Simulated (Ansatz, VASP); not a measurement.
**Zn in VASP and in Ansatz**

File INCAR:

```
SYSTEM = Zn
PREC = Accurate
ENCUT = 520
EDIFF = 1E-7
ISMEAR = 0
SIGMA = 0.15
LREAL = .False.
LASPH = .True.
NELM = 100
ALGO = Fast
ISIF = 2
LWAVE = .False.
LCHARG = .False.
GGA = PE
NBANDS = 12
```

KPOINTS

```
regular mesh
0
Gamma
  20 20 20
  0 0 0
```

Contents of POSCAR:

```
Zn
1.0
    0.0000000000      1.8665372000      2.0630148000
    1.8665372000      0.0000000000      2.0630148000
    1.8665372000      1.8665372000      0.0000000000
Zn
1
Direct
    0.0000000000      0.0000000000      0.0000000000
```

Input for Ansatz:

```yaml
crystal:
  lattice:
    - [0.0, 1.8665372, 2.0630148]
    - [1.8665372, 0.0, 2.0630148]
    - [1.8665372, 1.8665372, 0.0]
  atoms:
    - { symbol: Zn, position: [0.0, 0.0, 0.0] }
basis:
  ecutwfc: 420
kpoints:
  mp_grid: { grid: [20, 20, 20] }
hamiltonian:
  xc: pbe
scf:
  occupations: { method: gaussian, width: 0.15 }
output:
  forces: true
  stress: true
  eigenvalues: true
```

Change from the starting cell: strain -0.050 along x and y, +0.050 along z, atoms carried along.

Alike in both runs: task single point; functional PBE; k mesh 20 × 20 × 20; occupations gaussian, width 0.15 eV; no spin polarisation.

```csv
,VASP,Ansatz
version,VASP 6.6.1,Ansatz 0.2.0
potentials or method,"VASP PAW PBE potentials, release 64 (Zn), cutoff 520 eV","scalar-relativistic, plane waves, PAW"
valence electrons in the cell,12,12
```

VASP gave:

| Item | Value |
| --- | --- |
| gap on the k mesh at the Fermi level (eV) | none |
| pressure (GPa) | 5.2 |
| traceless stress, the component that is largest in VASP (GPa) | -6.28 |

Task: Estimate Ansatz's values.

Result: gap on the k mesh at the Fermi level (eV): none; pressure (GPa): 4.8; traceless stress, the component that is largest in VASP (GPa): -6.25.

A gap of «none» marks a metal or a gap that the smearing closes.
